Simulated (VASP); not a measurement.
# MgI2 (P-3m1) in VASP: notebook, part 2 of 2

VASP 6.6.1. The steps go on from the part before.

### 4 Single point, PBE

This run uses another cell than the first one, of 16.54 Å³/atom.

Contents of INCAR:

```
SYSTEM = MgI2
PREC = Accurate ; ENCUT = 520
EDIFF = 1E-6 ; ISMEAR = 0
SIGMA = 0.02 ; LREAL = .FALSE.
LASPH = .TRUE. ; NELM = 100
ALGO = Normal ; ISIF = 2
LWAVE = .FALSE. ; LCHARG = .FALSE.
GGA = PE ; NBANDS = 15
```

Contents of KPOINTS:

```
Automatic mesh
0
G
  12 12 6
  0 0 0
```

Contents of POSCAR:

```
MgI2
1.0
    3.2124771818      0.0000000000      0.0000000000
   -1.6062385909      2.7820868485      0.0000000000
    0.0000000000      0.0000000000      5.5527380331
Mg I
1 2
Direct
    0.0000000000      0.0000000000      0.0000000000
    0.3333333333      0.6666666667      0.7099582726
    0.6666666667      0.3333333333      0.2900417274
```

Potentials or basis: VASP PAW PBE potentials, release 64 (Mg, I).

Command:

```bash
$ cat potpaw_PBE.64/Mg/POTCAR potpaw_PBE.64/I/POTCAR > POTCAR
$ mpirun -np 1 vasp_std > vasp.out
```

OUTCAR:

```text
SYSTEM = MgI2
   PREC = Accurate
   ENCUT = 520
   EDIFF = 1E-6
   ISMEAR = 0
   LREAL = .FALSE.
   LASPH = .TRUE.
   NELM = 100
   ISIF = 2
   GGA = PE

 ion  position               nearest neighbor table
   1  0.000  0.000  0.000-   2 2.46   3 2.46   2 2.46   3 2.46   3 2.46   2 2.46
   2  0.333  0.667  0.710-   1 2.46   1 2.46   1 2.46   3 2.98   3 2.98   3 2.98
   3  0.667  0.333  0.290-   1 2.46   1 2.46   1 2.46   2 2.98   2 2.98   2 2.98

  LATTYP: Found a hexagonal cell.
 ALAT       =     3.2124771818
 C/A-ratio  =     1.7284910425

  Lattice vectors:
[... 623 lines left out ...]

  FORCE on cell =-STRESS in cart. coord.  units (eV):
  Direction    XX          YY          ZZ          XY          YZ          ZX
  --------------------------------------------------------------------------------------
  -------------------------------------------------------------------------------------
  Total       27.9754828     27.9754828     28.0456204     -0.0000000      0.0000000      0.0000000
  in kB      903.1715589    903.1715588    905.4359087     -0.0000000      0.0000000      0.0000000
  external PRESSURE =     903.9263421 kB  Pullay stress =       0.0000000 kB

 VOLUME and BASIS-vectors are now :
 -----------------------------------------------------------------------------
  energy-cutoff  :      520.00
  volume of cell :       49.63
      direct lattice vectors                 reciprocal lattice vectors
     3.212477182  0.000000000  0.000000000     0.311286258  0.179721205  0.000000000
    -1.606238591  2.782086849  0.000000000     0.000000000  0.359442409  0.000000000
     0.000000000  0.000000000  5.552738033     0.000000000  0.000000000  0.180091334

 POSITION                                       TOTAL-FORCE (eV/Angst)
 -----------------------------------------------------------------------------------
      0.00000      0.00000      0.00000         0.000000      0.000000      0.000000
     -0.00000      1.85472      3.94221         0.000000     -0.000000     -0.064129
      1.60624      0.92736      1.61053        -0.000000      0.000000      0.064129
 -----------------------------------------------------------------------------------
    total drift:                                0.000000     -0.000000      0.000000

  FREE ENERGIE OF THE ION-ELECTRON SYSTEM (eV)
  ---------------------------------------------------
  free  energy   TOTEN  =         0.0889625186 eV

  energy  without entropy=        0.0889625186  energy(sigma->0) =        0.08896252
```

OSZICAR:

```text
N       E                     dE             d eps       ncg     rms          rms(c)
DAV:   1     0.820169973345E+02    0.82017E+02   -0.66497E+03  3016   0.919E+02
DAV:   2     0.399436415456E+01   -0.78023E+02   -0.70923E+02  4194   0.154E+02
DAV:   3    -0.159743151760E+00   -0.41541E+01   -0.41280E+01  4001   0.385E+01
DAV:   4    -0.205634671573E+00   -0.45892E-01   -0.45885E-01  3770   0.491E+00
DAV:   5    -0.206436984563E+00   -0.80231E-03   -0.80230E-03  4064   0.653E-01    0.161E+01
DAV:   6     0.480330833888E-01    0.25447E+00   -0.23342E-01  3525   0.389E+00    0.913E+00
DAV:   7     0.879924951847E-01    0.39959E-01   -0.16137E-01  3959   0.249E+00    0.199E+00
DAV:   8     0.882756031018E-01    0.28311E-03   -0.18013E-02  3483   0.933E-01    0.517E-01
DAV:   9     0.888229588414E-01    0.54736E-03   -0.16035E-03  3679   0.251E-01    0.187E-01
DAV:  10     0.889571846270E-01    0.13423E-03   -0.53368E-04  3791   0.131E-01    0.456E-02
DAV:  11     0.889597923336E-01    0.26077E-05   -0.34244E-05  3903   0.374E-02    0.263E-02
DAV:  12     0.889616133830E-01    0.18210E-05   -0.10201E-05  3756   0.183E-02    0.269E-02
DAV:  13     0.889625186491E-01    0.90527E-06   -0.31665E-06  3581   0.105E-02
   1 F= 0.88962519E-01 E0= 0.88962519E-01  d E =-.516133E-29
```

stdout:

```text
POSCAR found type information on POSCAR MgI
 POSCAR found :  2 types and       3 ions
 scaLAPACK will be used
 LDA part: xc-table for (Slater+PW92), standard interpolation
 POSCAR, INCAR and KPOINTS ok, starting setup
 FFT: planning ... GRIDC
 FFT: planning ... GRID_SOFT
 FFT: planning ... GRID
 WAVECAR not read
 entering main loop
```

It took 50 s on 1 thread of Intel Xeon Platinum 8259CL at 2.50GHz (Skylake/Cascade Lake), shared host; peak memory 0.21 GiB.

What came out:

```yaml
Free_energy: 0.0890 eV
Pressure: 90.4 GPa
Largest_force: 0.064 eV/Å
Band_gap_on_the_k_mesh: 0.48 eV (least direct gap 2.61 eV)
```

Forces on the atoms (eV/Å):
```
Mg   0.000  0.000  0.000
I    0.000  0.000 -0.064
I    0.000  0.000  0.064
```

Stress tensor (GPa, compression positive):
```
90.32  0.00  0.00
 0.00 90.32  0.00
 0.00  0.00 90.54
```

Levels at points of the mesh, in eV from the valence-band top:
| k point | band 5 | band 6 | band 7 | band 8 | band 9 | band 10 | band 11 | band 12 |
| --- | --- | --- | --- | --- | --- | --- | --- | --- |
| (0.00, 0.00, 0.00) | -1.58 | -0.68 | 0.00 | 0.00 | 3.67 | 4.36 | 6.65 | 6.65 |
| (0.50, 0.00, 0.00) | -6.95 | -4.79 | -4.36 | -1.80 | 0.81 | 3.77 | 4.20 | 5.32 |
| (0.00, 0.00, 0.50) | -1.08 | -1.08 | -0.60 | -0.60 | 4.62 | 5.51 | 5.96 | 5.96 |
| (0.50, 0.00, 0.50) | -4.37 | -3.90 | -3.45 | -2.69 | 1.55 | 1.68 | 2.35 | 3.07 |

Caveat: the cell stands under pressure; spin-orbit coupling is left out, which moves the levels of the heavy elements.

### 5 Relaxation of cell and atoms, PBE, target pressure 25 GPa, at which the enthalpy is minimised

This run uses another cell than the first one, of 24.18 Å³/atom.

Contents of INCAR:

```
PREC = Accurate
ENCUT = 600
EDIFF = 1E-7
ISMEAR = 0
SIGMA = 0.02
LREAL = F
LASPH = T
NELM = 60
ALGO = Normal
ISIF = 3
LWAVE = F
LCHARG = F
GGA = PE
IBRION = 2
NSW = 70
EDIFFG = -0.008
PSTRESS = 250.0
```

Contents of KPOINTS:

```
regular mesh
0
Gamma
  6 6 4
```

Contents of POSCAR:

```
MgI2
1.0
    3.7384669800      0.0000000000      0.0000000000
   -1.8692334900      3.2376073759      0.0000000000
    0.0000000000      0.0000000000      5.9932381471
Mg I
1 2
Direct
    0.0000000000      0.0000000000      0.0000000000
    0.3333333333      0.6666666667      0.7295160971
    0.6666666667      0.3333333333      0.2704839029
```

Command:

```bash
$ cat potpaw_PBE.64/Mg/POTCAR potpaw_PBE.64/I/POTCAR > POTCAR
$ mpirun -np 1 vasp_std > vasp.out
```

Wall time 2.6 min (1 thread of Intel Xeon Platinum 8259CL at 2.50GHz (Skylake/Cascade Lake), shared host); peak memory 0.22 GiB.

Results (log left out):

| Quantity | Value |
| --- | --- |
| Free energy | -5.7753 eV |
| Relaxed volume | 22.75 Å³/atom |
| Relaxed cell | a = 3.644 Å, b = 3.644 Å, c = 5.935 Å, α = 90.00°, β = 90.00°, γ = 120.00° |
| Space group after relaxing (to 0.1 Å) | P-3m1 (No. 164) |
| Energy change on relaxing (the run minimises the enthalpy) | +188.9 meV/atom |
| Ionic steps | 9 |
| Pressure after relaxing | 25.0 GPa |
| Band gap on the k mesh | 2.43 eV (least direct gap 3.85 eV) |

Forces in eV/Å, atoms in the order of the input:
```
Mg   0.000  0.000  0.000
I    0.000  0.000 -0.002
I    0.000  0.000  0.002
```

The path:
| step | energy change (eV) | largest force (eV/Å) | pressure (GPa) | volume (Å³) |
| --- | --- | --- | --- | --- |
| 1 | 0.0000 | 0.3938 | 19.23 | 72.54 |
| 2 | 1.4301 | 0.8658 | 35.46 | 63.77 |
| 3 | 0.5276 | 0.5956 | 25.31 | 68.67 |
| 4 | 0.5485 | 0.1831 | 25.09 | 68.39 |
| 5 | 0.5662 | 0.0123 | 25.02 | 68.26 |
| 6 | 0.5619 | 0.0059 | 24.95 | 68.29 |
| 7 | 0.5595 | 0.0023 | 24.92 | 68.30 |
| 8 | 0.5782 | 0.0094 | 25.14 | 68.18 |
| 9 | 0.5668 | 0.0023 | 25.01 | 68.25 |

Final structure:
```yaml
crystal:
  lattice:
    - [3.64408, 0.00000, 0.00000]
    - [-1.82204, 3.15586, 0.00000]
    - [0.00000, 0.00000, 5.93498]
  atoms:
    - { symbol: Mg, position: [0.00000, 0.00000, 0.00000] }
    - { symbol: I, position: [0.33333, 0.66667, 0.72165] }
    - { symbol: I, position: [0.66667, 0.33333, 0.27835] }
```

Levels at points of the mesh, in eV from the valence-band top:
| k point | band 6 | band 7 | band 8 | band 9 | band 10 | band 11 |
| --- | --- | --- | --- | --- | --- | --- |
| (0.00, 0.00, 0.00) | -0.08 | -0.08 | 0.00 | 4.60 | 5.14 | 6.31 |
| (0.50, 0.00, 0.00) | -2.67 | -2.61 | -0.91 | 2.95 | 4.38 | 4.92 |
| (0.00, 0.00, 0.50) | -0.66 | -0.47 | -0.47 | 5.20 | 5.32 | 6.45 |
| (0.50, 0.00, 0.50) | -2.10 | -1.96 | -1.77 | 3.44 | 3.79 | 4.21 |

Caveat: the cell is relaxed towards a set pressure, so the run minimises the enthalpy, not the energy; spin-orbit coupling is left out, which moves the levels of the heavy elements. A k mesh can miss the band edges.

### 6 Summary

| task | cell | k mesh | cutoff (eV) | gap on the mesh (eV) | pressure (GPa) | largest force (eV/Å) |
| --- | --- | --- | --- | --- | --- | --- |
| single point | a = 4.208, b = 4.208, c = 7.874 Å, angles 90.0, 90.0, 120.0°, 3 atoms, atomic positions A | 6 × 6 × 4 | 520 | 3.61 | -0.1 | 0.01 |
| single point | a = 3.212, b = 3.212, c = 5.553 Å, angles 90.0, 90.0, 120.0°, 3 atoms, atomic positions B | 12 × 12 × 6 | 520 | 0.48 | 90.4 | 0.06 |
| relaxation of cell and atoms | relaxed to 25 GPa from a = 3.738, b = 3.738, c = 5.993 Å, angles 90.0, 90.0, 120.0°, 3 atoms, atomic positions C | 6 × 6 × 4 | 600 | 2.43 | 25.0 | - |

Alike in all rows: level PBE; potentials or basis VASP PAW PBE potentials, release 64 (Mg, I); no spin polarisation; smearing gaussian 0.02 eV.

Caveats: spin-orbit coupling is left out, which moves the levels of the heavy elements; this functional lacks dispersion, which binds the layers, so the pressure and a relaxed spacing across them are unreliable (at least some runs); the cell stands under pressure (at least some runs); the cell is relaxed towards a set pressure, so the run minimises the enthalpy, not the energy (at least some runs).

Total energies depend on the potentials used, so only differences within one code and one set of settings carry meaning.
